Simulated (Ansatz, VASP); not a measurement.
AlN in VASP and in Ansatz

```xyz
4
Lattice="3.3121 0.0000 0.0000 -1.6561 2.8684 0.0000 0.0000 0.0000 4.1876" Properties=species:S:1:pos:R:3 pbc="T T T"
Al   -0.0650    1.8748    3.1407
Al    1.5911    0.9186    1.0469
N     0.0000    1.9123    1.0469
N     1.6561    0.9561    3.1407
```

Change from the starting cell: all Al atoms moved +0.075 Å, as atom 1 towards its neighbour atom 4 (N) at 1.912 Å.

Alike in both runs: task single point; functional PBEsol; k mesh 12 × 12 × 6; occupations gaussian, width 0.05 eV; no spin polarisation.

|  | VASP | Ansatz |
| --- | --- | --- |
| version | VASP 6.6.1 | Ansatz 0.2.0 |
| potentials or method | VASP PAW PBE potentials, release 64 (Al, N), cutoff 520 eV | scalar-relativistic, plane waves, PAW |
| valence electrons in the cell | 16 | 16 |

|  | VASP | Ansatz | Ansatz less VASP |
| --- | --- | --- | --- |
| gap on the k mesh at the Fermi level (eV) | 3.18 | 3.16 | -0.013 |
| least direct gap on the mesh (eV) | 3.18 | 3.16 | -0.013 |
| pressure (GPa) | -2.7 | -2.6 | +0.11 |
| traceless stress, the component that is largest in VASP (GPa) | -1.58 | -1.54 | +0.044 |
| rms of the force components (eV/Å) | 0.663 | 0.657 | -0.0067 |

VASP's potentials were made for PBE, not for PBEsol. Atom by atom the forces differ by 0.007 eV/Å (rms over components).
